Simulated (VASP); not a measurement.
# Co (P6_3/mmc) in VASP: single point with r2SCAN

Aim: the single point of Co with r2SCAN.

Program: VASP 6.6.1. These are calculated values, not measurements. Logs are shortened: lines on timing, memory, paths and dates and some standing lists are left out, and cuts for length are marked.

## Step 1: The cell of the first run

Symmetry: P6_3/mmc, No. 194, hexagonal system. The conventional cell has a = 2.472 Å, b = 2.472 Å, c = 4.023 Å, α = 90.00°, β = 90.00°, γ = 120.00°. Co (site symmetry -6m2) has 12 Co at 2.47 Å within 3.3 Å.

## Step 2: Single point, r2SCAN, collinear spin, ferromagnetic start

POSCAR reads:

```
Co
1.0
    2.4720836753      0.0000000000      0.0000000000
   -1.2360418377      2.1408872631      0.0000000000
    0.0000000000      0.0000000000      4.0231816273
Co
2
Direct
    0.3333333333      0.6666666667      0.2500000000
    0.6666666667      0.3333333333      0.7500000000
```

INCAR.step1 reads:

```
SYSTEM = Co
PREC = Accurate
ENCUT = 520
ISMEAR = -1
SIGMA = 0.1
LREAL = .False.
LASPH = .True.
NELM = 150
ISPIN = 2
MAGMOM = 1.7 1.7
LMAXMIX = 4
NBANDS = 20
GGA = PE
ALGO = Normal
EDIFF = 1E-4
LWAVE = .True.
LCHARG = .False.
```

INCAR.step2 reads:

```
SYSTEM = Co
PREC = Accurate
ENCUT = 520
EDIFF = 1E-6
ISMEAR = -1
SIGMA = 0.1
LREAL = .False.
LASPH = .True.
NELM = 150
ALGO = Normal
ISIF = 2
LWAVE = .False.
LCHARG = .False.
ISPIN = 2
MAGMOM = 1.7 1.7
LORBIT = 11
LMAXMIX = 4
METAGGA = R2SCAN
LMIXTAU = .True.
NBANDS = 20
ISTART = 1
```

KPOINTS reads:

```
Automatic mesh
0
Gamma
  20 20 11
  0 0 0
```

Potentials or basis: VASP PAW PBE potentials, release 64 (Co).

Launch:

```console
> cat potpaw_PBE.64/Co/POTCAR > POTCAR
> cp INCAR.step1 INCAR
> mpirun -np 1 vasp_std > vasp.out
> cp INCAR.step2 INCAR
> mpirun -np 1 vasp_std > vasp.out
```

OUTCAR:

```text
SYSTEM = Co
   PREC = Accurate
   ENCUT = 520
   EDIFF = 1E-6
   ISMEAR = -1
   LREAL = .False.
   LASPH = .True.
   NELM = 150
   ISIF = 2
   ISPIN = 2
   LORBIT = 11
   METAGGA = R2SCAN
   ISTART = 1

 ion  position               nearest neighbor table
   1  0.333  0.667  0.250-   2 2.47   2 2.47   2 2.47   2 2.47   2 2.47   2 2.47
   2  0.667  0.333  0.750-   1 2.47   1 2.47   1 2.47   1 2.47   1 2.47   1 2.47

  LATTYP: Found a hexagonal cell.
 ALAT       =     2.4720836753
 C/A-ratio  =     1.6274455705

  Lattice vectors:

 A1 = (   2.4720836753,   0.0000000000,   0.0000000000)
 A2 = (  -1.2360418377,   2.1408872631,   0.0000000000)
 A3 = (   0.0000000000,   0.0000000000,   4.0231816273)

Analysis of symmetry for initial positions (statically):
=====================================================================
 Subroutine PRICEL returns:
 Original cell was already a primitive cell.

 Routine SETGRP: Setting up the symmetry group for a
 hexagonal supercell.

 Subroutine GETGRP returns: Found 24 space group operations
 (whereof 12 operations were pure point group operations)
 out of a pool of 24 trial point group operations.

The static configuration has the point symmetry D_3d.
 The point group associated with its full space group is D_6h.

Analysis of symmetry for dynamics (positions and initial velocities):
=====================================================================
 Subroutine PRICEL returns:
 Original cell was already a primitive cell.

 Routine SETGRP: Setting up the symmetry group for a
 hexagonal supercell.

 Subroutine GETGRP returns: Found 24 space group operations
 (whereof 12 operations were pure point group operations)
 out of a pool of 24 trial point group operations.

The dynamic configuration has the point symmetry D_3d.
 The point group associated with its full space group is D_6h.

Analysis of structural, dynamic, and magnetic symmetry:
=====================================================================
 Subroutine PRICEL returns:
 Original cell was already a primitive cell.

 Routine SETGRP: Setting up the symmetry group for a
 hexagonal supercell.

 Subroutine GETGRP returns: Found 24 space group operations
 (whereof 12 operations were pure point group operations)
 out of a pool of 24 trial point group operations.

The overall configuration has the point symmetry D_3d.
 The point group associated with its full space group is D_6h.

 Subroutine INISYM returns: Found 24 space group operations
 (whereof 12 operations are pure point group operations),
 and found     1 'primitive' translations

----------------------------------------------------------------------------------------

                                     Primitive cell

  volume of cell :      21.2925

  direct lattice vectors                    reciprocal lattice vectors
     2.472083675  0.000000000  0.000000000     0.404517052  0.233548029  0.000000000
    -1.236041838  2.140887263  0.000000000     0.000000000  0.467096057  0.000000000
     0.000000000  0.000000000  4.023181627     0.000000000  0.000000000  0.248559497

  length of vectors
     2.472083675  2.472083675  4.023181627     0.467096057  0.467096057  0.248559497

  position of ions in fractional coordinates (direct lattice)
     0.333333333  0.666666667  0.250000000
     0.666666667  0.333333333  0.750000000

  ion indices of the primitive-cell ions
   primitive index   ion index
                 1           1
                 2           2

----------------------------------------------------------------------------------------

 KPOINTS: Automatic mesh

Automatic generation of k-mesh.
 Grid dimensions read from file:
 generate k-points for:   20   20   11

 Generating k-lattice:

  Cartesian coordinates                     Fractional coordinates (reciprocal lattice)
     0.020225853  0.011677401  0.000000000     0.050000000  0.000000000  0.000000000
     0.000000000  0.023354803  0.000000000     0.000000000  0.050000000  0.000000000
     0.000000000  0.000000000  0.022596318     0.000000000  0.000000000  0.090909091

  Length of vectors
     0.023354803  0.023354803  0.022596318

  Shift w.r.t. Gamma in fractional coordinates (k-lattice)
     0.000000000  0.000000000  0.000000000

 Subroutine IBZKPT returns following result:
 ===========================================

 Found    264 irreducible k-points:

 Following reciprocal coordinates:
            Coordinates               Weight
  0.000000  0.000000  0.000000      1.000000
  0.050000  0.000000  0.000000      6.000000
  0.100000  0.000000  0.000000      6.000000
  0.150000  0.000000  0.000000      6.000000
  0.200000  0.000000  0.000000      6.000000
  0.250000  0.000000  0.000000      6.000000
[... 16 lines left out ...]
  0.200000  0.100000  0.000000     12.000000
  0.250000  0.100000  0.000000     12.000000
 [... further k-points ...]
   k-points           NKPTS =    264   k-points in BZ     NKDIM =    264   number of bands    NBANDS=     20
   number of dos      NEDOS =    301   number of ions     NIONS =      2
   total plane-waves  NPLWV =   9720
   dimension x,y,z NGX =    18 NGY =   18 NGZ =   30
   dimension x,y,z NGXF=    36 NGYF=   36 NGZF=   60
   ions per type =               2
   NGX,Y,Z   is equivalent  to a cutoff of  12.10, 12.10, 12.40 a.u.
   NGXF,Y,Z  is equivalent  to a cutoff of  24.21, 24.21, 24.79 a.u.
 SYSTEM =  Co
   PREC   = accura    normal or accurate (medium, high low for compatibility)
   ISTART =      1    job   : 0-new  1-cont  2-samecut
   ICHARG =      0    charge: 1-file 2-atom 10-const
   ISPIN  =      2    spin polarized calculation?
   LNONCOLLINEAR =      F non collinear calculations
   LSORBIT =      F    spin-orbit coupling
   LASPH  =      T    aspherical Exc in radial PAW
   ENCUT  =  520.0 eV  38.22 Ry    6.18 a.u.   4.60  4.60  7.48*2*pi/ulx,y,z
   NELM   =    150;   NELMIN=  2; NELMDL=  0     # of ELM steps
   EDIFF  = 0.1E-05   stopping-criterion for ELM
   LREAL  =      F    real-space projection
   EDIFFG = 0.1E-04   stopping-criterion for IOM
   NSW    =      0    number of steps for IOM
   IBRION =     -1    ionic relax: 0-MD 1-quasi-New 2-CG
   NFREE  =      0    steps in history (QN), initial steepest desc. (CG)
   ISIF   =      2    stress and relaxation
   ISYM   =      2    0-nonsym 1-usesym 2-fastsym
   POTIM  = 0.5000    time-step for ionic-motion
   TEBEG  =    0.0;   TEEND  =   0.0 temperature during run
   PSTRESS=    0.0 pullay stress
   NELECT =      18.0000    total number of electrons
   NUPDOWN=      -1.0000    fix difference up-down
   EMIN   =  10.00;   EMAX   =-10.00  energy-range for DOS
   EFERMI =   0.00;   METHOD = LEGACY
   ISMEAR =    -1;   SIGMA  =   0.10  broadening in eV -4-tet -1-fermi 0-gaus
   EFERMI_NEDOS =   21; number of points for ismear=-14 and -15
   IALGO  =     38    algorithm
   IMIX   =      4    mixing-type and parameters
     AMIX     =   0.40;   BMIX     =  1.00
     AMIX_MAG =   1.60;   BMIX_MAG =  1.00
  volume/ion in A,a.u.               =      10.65        71.84
  Fermi-wavevector in a.u.,A,eV,Ry     =   1.547950  2.925200 32.601569  2.396148
  Thomas-Fermi vector in A             =   2.652970
   LORBIT       =     11    0 simple, 1 ext, 2 COOP (PROOUT), +10 PAW based schemes
   METAGGA = R2SCAN    functional components
   LHFCALC =     F    Hartree Fock is set to
   AEXX    =    0.0000 exact exchange contribution
   IVDW    =     0    specifies the selected vdW correction
   LEPSILON=     F    determine dielectric tensor
   LRPA    =     F    only Hartree local field effects (RPA)
 spin polarized calculation
  energy-cutoff  :      520.00
  volume of cell :       21.29
 maximum number of plane-waves:       586
   NGX =  9   NGY =  9   NGZ = 15

 number of electron      17.9999990 magnetization       3.5050882

 Free energy of the ion-electron system (eV)
  ---------------------------------------------------
  ext. energy  EPLUGINS =         0.00000000
  ---------------------------------------------------
  free energy    TOTEN  =       -26.43894464 eV

  energy without entropy =      -26.38429828  energy(sigma->0) =      -26.41162146

 E-fermi :  10.5974     XC(G=0): -14.8069

 val. band max:       10.5949361614   @ k =   0.1500   0.1000   0.0000
 cond. band min:      10.5974846290   @ k =   0.2500   0.2500   0.4545
 fundamental gap:      0.0025484676
 Fermi energy:        10.5973536872

 spin component 1

 k-point     1 :       0.0000    0.0000    0.0000
  band No.  band energies     occupation
      1       1.1291      1.00000
      2       4.7385      1.00000
      3       7.1694      1.00000
      4       7.2152      1.00000
      5       7.2154      1.00000
      6       7.5208      1.00000
[... 12 lines left out ...]
     19      37.5590      0.00000
     20      37.5591      0.00000

 k-point     2 :       0.0500    0.0000    0.0000
  band No.  band energies     occupation
      1       1.2218      1.00000
      2       4.7928      1.00000
      3       7.0674      1.00000
      4       7.2576      1.00000
      5       7.3069      1.00000
      6       7.5006      1.00000
[... 12 lines left out ...]
     19      38.8539      0.00000
     20      39.3964      0.00000

 k-point     3 :       0.1000    0.0000    0.0000
  band No.  band energies     occupation
      1       1.4962      1.00000
      2       4.9461      1.00000
      3       6.9228      1.00000
      4       7.3821      1.00000
      5       7.3939      1.00000
      6       7.4805      1.00000
[... 12 lines left out ...]
     19      38.3545      0.00000
     20      40.6452      0.00000

 k-point     4 :       0.1500    0.0000    0.0000
  band No.  band energies     occupation
      1       1.9405      1.00000
      2       5.1652      1.00000
      3       6.7634      1.00000
      4       7.2226      1.00000
      5       7.3312      1.00000
      6       7.5805      1.00000
[... 429 lines left out ...]
 k-point    23 :       0.2000    0.1000    0.0000
  band No.  band energies     occupation
      1       3.4586      1.00000
      2       5.6355      1.00000
      3       6.2493      1.00000
      4       6.3990      1.00000
      5       7.2290      1.00000
      6       7.2487      1.00000
[... 12 lines left out ...]
     19      36.4507      0.00000
     20      37.6616      0.00000

 k-point    24 :       0.2500    0.1000    0.0000
  band No.  band energies     occupation
      1       4.1562      1.00000
      2       5.6053      1.00000
      3       5.9303      1.00000
      4       6.4481      1.00000
      5       7.1281      1.00000
      6       7.3071      1.00000
[... 12 lines left out ...]
     19      35.9061      0.00000
     20      36.9490      0.00000

 [... further k-points ...]

 spin component 2

 k-point     1 :       0.0000    0.0000    0.0000
  band No.  band energies     occupation
      1       0.5558      1.00000
      2       5.9115      1.00000
      3       9.5803      0.99996
      4       9.6918      0.99988
      5       9.6918      0.99988
      6       9.7484      0.99979
[... 12 lines left out ...]
     19      38.2702      0.00000
     20      38.2702      0.00000

 k-point     2 :       0.0500    0.0000    0.0000
  band No.  band energies     occupation
      1       0.6506      1.00000
      2       5.9785      1.00000
      3       9.4690      0.99999
      4       9.5492      0.99997
      5       9.7411      0.99981
      6       9.7803      0.99972
[... 12 lines left out ...]
     19      39.6346      0.00000
     20      40.0977      0.00000

 k-point     3 :       0.1000    0.0000    0.0000
  band No.  band energies     occupation
      1       0.9322      1.00000
      2       6.1705      1.00000
      3       9.1223      1.00000
      4       9.2739      1.00000
      5       9.8834      0.99921
      6       9.8861      0.99919
[... 12 lines left out ...]
     19      38.5520      0.00000
     20      41.4366      0.00000

 k-point     4 :       0.1500    0.0000    0.0000
  band No.  band energies     occupation
      1       1.3916      1.00000
      2       6.4584      1.00000
      3       8.6604      1.00000
      4       9.0343      1.00000
      5       9.7899      0.99969
      6      10.1183      0.99176
[... 429 lines left out ...]
 k-point    23 :       0.2000    0.1000    0.0000
  band No.  band energies     occupation
      1       3.0210      1.00000
      2       7.1946      1.00000
      3       7.8171      1.00000
      4       8.3972      1.00000
      5       9.5706      0.99997
      6       9.7385      0.99981
[... 12 lines left out ...]
     19      37.1104      0.00000
     20      38.6581      0.00000

 k-point    24 :       0.2500    0.1000    0.0000
  band No.  band energies     occupation
      1       3.8612      1.00000
      2       7.3067      1.00000
      3       7.5669      1.00000
      4       8.2364      1.00000
      5       9.5855      0.99996
      6       9.5915      0.99996
[... 12 lines left out ...]
     19      36.6643      0.00000
     20      37.8617      0.00000

 [... further k-points ...]
[... 5 lines left out ...]
  --------------------------------------------------------------------------------------
  -------------------------------------------------------------------------------------
  Total       -0.0067451     -0.0067451     -0.0299761      0.0000000      0.0000000      0.0000000
  in kB       -0.5075404     -0.5075404     -2.2555881      0.0000000      0.0000000      0.0000000
  external PRESSURE =      -1.0902229 kB  Pullay stress =       0.0000000 kB

 VOLUME and BASIS-vectors are now :
 -----------------------------------------------------------------------------
  energy-cutoff  :      520.00
  volume of cell :       21.29
      direct lattice vectors                 reciprocal lattice vectors
     2.472083675  0.000000000  0.000000000     0.404517052  0.233548029  0.000000000
    -1.236041838  2.140887263  0.000000000     0.000000000  0.467096057  0.000000000
     0.000000000  0.000000000  4.023181627     0.000000000  0.000000000  0.248559497

 POSITION                                       TOTAL-FORCE (eV/Angst)
 -----------------------------------------------------------------------------------
     -0.00000      1.42726      1.00580         0.000000      0.000000      0.000000
      1.23604      0.71363      3.01739        -0.000000      0.000000      0.000000
 -----------------------------------------------------------------------------------
    total drift:                                0.000000      0.000000     -0.000000

  FREE ENERGIE OF THE ION-ELECTRON SYSTEM (eV)
  ---------------------------------------------------
  free  energy   TOTEN  =       -26.4389446438 eV

  energy  without entropy=      -26.3842982758  energy(sigma->0) =      -26.41162146

 total charge

# of ion       s       p       d       tot
------------------------------------------
    1        0.519   0.578   7.236   8.333
    2        0.519   0.578   7.236   8.333
--------------------------------------------------
tot          1.038   1.155  14.473  16.666

 magnetization (x)

# of ion       s       p       d       tot
------------------------------------------
    1       -0.012  -0.083   1.907   1.812
    2       -0.012  -0.083   1.907   1.812
--------------------------------------------------
tot         -0.023  -0.166   3.814   3.624
```

It took 5.9 min on 1 thread of Intel Xeon 6975P-C (Granite Rapids), shared host; peak memory 0.26 GiB.

What came out:

```yaml
Free_energy: -26.4389 eV
Pressure: -0.1 GPa
Net_moment: 3.51 μB per cell
Site_moments: Co +1.81 μB
Valence_electrons_inside_the_program's_atomic_spheres: Co 8.33
```

Caveat: the PAW data sets were made with another functional, which shifts forces and pressure a little.
